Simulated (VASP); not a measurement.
Crystal: Na5ZrO2.

```
Na Zr O
1.0
     3.40000    0.00000    0.00000
    -1.70000    2.94449    0.00000
     0.00000    0.00000   14.00000
Na Zr O
5 1 2
Cartesian
  1.7000 0.9815 3.0800
  0.0000 1.9630 5.0400
  0.0000 0.0000 7.0000
  1.7000 0.9815 8.9600
  0.0000 1.9630 10.9200
  0.0000 0.0000 0.0000
  1.7000 0.9815 12.8800
  0.0000 1.9630 1.1200
```

- Program: VASP 6.6.1
- Task: relaxation of cell and atoms
- Functional: PBE
- Potentials or basis: VASP PAW PBE potentials, release 64 (Na_pv, Zr_sv, O)
- Cutoff: 600 eV
- k mesh: 5 × 5 × 2
- Occupations: gaussian, width 0.2 eV
- Spin: no spin polarisation

At the start: pressure 4.7 GPa; volume 17.52 Å³/atom.

Task: How do energy, volume and symmetry change on relaxing?

Result: Over 29 steps the energy falls by 313.2 meV/atom and the volume is 22.84 Å³/atom (+30.4 %); space group P-3m1 (No. 164, to 0.05 Å).

Step by step:
| step | energy change (eV) | largest force (eV/Å) | pressure (GPa) | volume (Å³) |
| --- | --- | --- | --- | --- |
| 1 | 0.0000 | 1.4515 | 4.68 | 140.16 |
| 2 | -0.5238 | 1.1932 | 0.91 | 150.75 |
| 3 | -0.9153 | 1.5366 | -4.27 | 174.90 |
| 4 | -1.2861 | 1.4355 | -3.87 | 176.17 |
| 5 | -2.0753 | 0.7832 | -1.95 | 179.00 |
| 6 | -0.9341 | 2.0306 | 7.26 | 180.52 |
| 7 | -2.2023 | 0.5530 | -0.18 | 179.73 |
| 8 | -2.2023 | 0.5547 | -0.30 | 179.67 |
| 9 | -2.2340 | 0.5318 | 0.02 | 178.68 |
| 10 | -2.3030 | 0.4476 | 0.98 | 175.71 |
| 11 | -2.3078 | 0.4748 | 3.08 | 169.73 |
| 12 | -2.3301 | 0.3553 | 1.97 | 172.68 |
| 13 | -2.3520 | 0.3190 | 1.67 | 173.61 |
| 14 | -2.3957 | 0.2202 | 0.76 | 176.41 |
| 15 | -2.3882 | 0.2575 | -0.80 | 182.04 |
| 16 | -2.4075 | 0.1889 | 0.07 | 178.87 |
| 17 | -2.4190 | 0.1845 | 0.02 | 179.37 |
| 18 | -2.4458 | 0.1726 | -0.07 | 180.86 |
| 19 | -2.4655 | 0.1446 | -0.21 | 183.78 |
| 20 | -2.4655 | 0.1469 | -0.19 | 183.56 |
| 21 | -2.4694 | 0.1403 | 0.06 | 182.81 |
| 22 | -2.4716 | 0.1498 | 0.44 | 181.78 |
| 23 | -2.4734 | 0.1498 | 0.41 | 181.81 |
| 24 | -2.4786 | 0.1503 | 0.37 | 181.90 |
| 25 | -2.4873 | 0.1506 | 0.28 | 182.09 |
| 26 | -2.4985 | 0.1488 | 0.10 | 182.45 |
| 27 | -2.4924 | 0.1348 | -0.15 | 183.13 |
| 28 | -2.5009 | 0.1450 | -0.01 | 182.69 |
| 29 | -2.5060 | 0.0641 | -0.10 | 182.75 |

Final structure:
```
Na Zr O
1.0
     3.43785    0.00000    0.00000
    -1.71893    2.97727    0.00000
     0.00000    0.00000   17.85456
Na Zr O
5 1 2
Cartesian
  1.7189 0.9924 3.0415
  0.0000 1.9848 5.9707
  0.0000 0.0000 8.9273
  1.7189 0.9924 11.8839
  0.0000 1.9848 14.8131
  -1.7189 2.9773 0.0000
  1.7189 0.9924 16.9307
  0.0000 1.9848 0.9239
```

Caveat: the k points lie up to 0.42 Å⁻¹ apart in the final cell; the volume moved by over 15 % at a fixed basis, so the end points are rough; an odd number of electrons without spin polarisation forces a metal; a magnetic or distorted state may lie lower; the relaxation stopped at a loose force limit of 0.08 eV/Å, so its end isn't a converged minimum.
